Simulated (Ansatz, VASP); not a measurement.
**Sn: VASP and Ansatz over several settings**

```
Sn
1.0
    -1.89465    1.89465    1.89465
     1.89465   -1.89465    1.89465
     1.89465    1.89465   -1.89465
Sn
1
Direct
  0.00000 0.00000 0.00000
```

Single points on this cell with VASP 6.6.1 and Ansatz 0.2.0. Each row is one pair of runs. Alike in all rows: spin: off.

| level | k mesh | smearing | VASP's potentials, cutoff | Ansatz's potentials, cutoff | gap on the k mesh at the Fermi level (eV), VASP | gap on the k mesh at the Fermi level (eV), Ansatz | pressure (GPa), VASP | pressure (GPa), Ansatz |
| --- | --- | --- | --- | --- | --- | --- | --- | --- |
| PBE | 10 × 10 × 10 | gaussian, width 0.027 eV | VASP PAW PBE potentials, release 64 (Sn_d), 520 eV | Ansatz PAW, 420 eV | none | none | 0.7 | 0.6 |
| PBE | 10 × 10 × 10 | gaussian, width 0.028 eV | VASP PAW PBE potentials, release 64 (Sn_d), 520 eV | Ansatz PAW, 420 eV | none | none | 0.6 | 0.6 |
| r2SCAN | 10 × 10 × 10 | fermi-dirac, width 0.05 eV | VASP PAW PBE potentials, release 64 (Sn_d), 520 eV | Ansatz PAW, 500 eV | none | none | -0.8 | -0.8 |
| PBE | 10 × 10 × 10 | gaussian, width 0.011 eV | VASP PAW PBE potentials, release 64 (Sn_d), 520 eV | Ansatz PAW, 420 eV | none | none | 0.6 | 0.7 |
| PBE | 10 × 10 × 10 | gaussian, width 0.012 eV | VASP PAW PBE potentials, release 64 (Sn_d), 500 eV | Ansatz PAW, 420 eV | none | none | 0.6 | 0.7 |
| HSE06 | 6 × 6 × 6 | fermi-dirac, width 0.05 eV | VASP PAW PBE potentials, release 64 (Sn_d), 520 eV | Ansatz PAW, 420 eV | none | none | -0.8 | -0.8 |
| PBE0 | 6 × 6 × 6 | fermi-dirac, width 0.05 eV | VASP PAW PBE potentials, release 64 (Sn_d), 520 eV | Ansatz PAW, 420 eV | ? | none | ? | -1.0 |
| PBE | 10 × 10 × 10 | gaussian, width 0.026 eV | VASP PAW PBE potentials, release 64 (Sn_d), 500 eV | Ansatz PAW, 420 eV | none | none | 0.6 | 0.6 |

Problem. Fill in what VASP gave in row 7.

Solution. gap on the k mesh at the Fermi level (eV): none; pressure (GPa): -1.1.

A gap of «none» marks a metal or a gap that the smearing closes.

The k mesh is coarse in some rows, so the values compare programs but aren't converged.
